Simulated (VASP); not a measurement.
Wanted: the native input for a VASP 6.6.1 run.

```
Task                   : single point
Functional             : r2SCAN
Potentials or basis    : VASP PAW PBE potentials, release 64 (Ba_sv, Ti_sv, O)
Cutoff                 : 520 eV
k mesh                 : 6 × 6 × 2
Occupations            : gaussian, width 0.05 eV
Spin                   : no spin polarisation
Dipole correction      : no
Further INCAR settings : LREAL = Auto; ALGO = Normal; EDIFF = 1e-07; NBANDS = 73
```

Crystal: BaTiO3.

```xyz
15
Lattice="2.8401 -1.6397 -2.3314 0.0000 3.2794 -2.3314 8.9936 5.1925 6.2170" Properties=species:S:1:pos:R:3 pbc="T T T"
Ba    9.2353    5.3320    0.6065
Ba    3.5552    2.0526   -4.0563
Ba    6.3952    3.6923   -1.7249
Ti    9.2353    5.3320    4.1978
Ti    3.5552    2.0526   -0.4650
Ti    6.3952    3.6923    1.8664
O     9.2353    3.7238    5.1559
O     3.5552    0.4443    0.4930
O     6.3952    2.0840    2.8245
O     7.8425    6.1361    5.1559
O     2.1624    2.8567    0.4930
O     5.0025    4.4964    2.8245
O     2.1079    1.2170   -1.8384
O     4.9480    2.8567    0.4930
O     7.7880    4.4964    2.8245
```

This cell differs from its parent crystal: the part above a cut slid along it.

These files were run (other wordings do the same):

POSCAR

```
BaTiO3
1.0
    2.8400536680     -1.6397057497     -2.3314328258
    0.0000000000      3.2794114995     -2.3314328258
    8.9935979505      5.1924561977      6.2169987734
Ba Ti O
3 3 9
Direct
    0.8719351190      0.8719351190      0.7515283674
    0.9830684523      0.9830684523      0.0848617007
    0.9275017856      0.9275017856      0.4181950341
    0.3299409584      0.3299409584      0.9226826165
    0.4410742918      0.4410742918      0.2560159498
    0.3855076251      0.3855076251      0.5893492831
    0.3579073492     -0.1324987407      0.9138512176
    0.4690406826     -0.0213654073      0.2471845509
    0.4134740159     -0.0769320740      0.5805178843
   -0.1324987407      0.3579073492      0.9138512176
   -0.0213654073      0.4690406826      0.2471845509
   -0.0769320740      0.4134740159      0.5805178843
    0.4973571175      0.4973571175      0.0773199142
    0.4417904508      0.4417904508      0.4106532476
    0.3862237842      0.3862237842      0.7439865809
```

INCAR.step1

```
PREC     = Accurate       # precision mode
ENCUT    = 520            # plane-wave cutoff, eV
ISMEAR   = 0              # smearing method
SIGMA    = 0.05           # smearing width, eV
LREAL    = Auto         
LASPH    = T              # aspherical terms in the spheres
NELM     = 60             # most SCF steps
NBANDS   = 73             # bands
GGA      = PE             # functional
ALGO     = Normal         # electronic algorithm
EDIFF    = 1E-4           # SCF threshold, eV
LWAVE    = T              # write WAVECAR
LCHARG   = F              # write CHGCAR
```

INCAR.step2

```
PREC     = Accurate       # precision mode
ENCUT    = 520            # plane-wave cutoff, eV
EDIFF    = 1E-7           # SCF threshold, eV
ISMEAR   = 0              # smearing method
SIGMA    = 0.05           # smearing width, eV
LREAL    = Auto         
LASPH    = T              # aspherical terms in the spheres
NELM     = 60             # most SCF steps
ALGO     = Normal         # electronic algorithm
ISIF     = 2              # what is computed and relaxed
LWAVE    = F              # write WAVECAR
LCHARG   = F              # write CHGCAR
METAGGA  = R2SCAN         # meta-GGA
LMIXTAU  = T            
NBANDS   = 73             # bands
ISTART   = 1
```

KPOINTS

```
regular mesh
0
Gamma
  6 6 2
```

Potentials or basis: VASP PAW PBE potentials, release 64 (Ba_sv, Ti_sv, O).

Run with:

```console
$ cat potpaw_PBE.64/Ba_sv/POTCAR potpaw_PBE.64/Ti_sv/POTCAR potpaw_PBE.64/O/POTCAR > POTCAR
$ cp INCAR.step1 INCAR
$ mpirun -np 1 vasp_std > vasp.out
$ cp INCAR.step2 INCAR
$ mpirun -np 1 vasp_std > vasp.out
```

It gave:

* Pressure: 2.6 GPa
* Largest force: 4.375 eV/Å
* Band gap on the k mesh: 1.83 eV (least direct gap 2.17 eV)

Caveat: the cell differs from its parent crystal (the part above a cut slid along it); the stress differs along the axes, from -3 to 10 GPa; the PAW data sets were made with another functional, which shifts forces and pressure a little; spin-orbit coupling is left out, which moves the levels of the heavy elements.

It took 67 min on 1 thread of Intel Xeon 8259CL, on a shared host, peak memory 0.44 GiB.
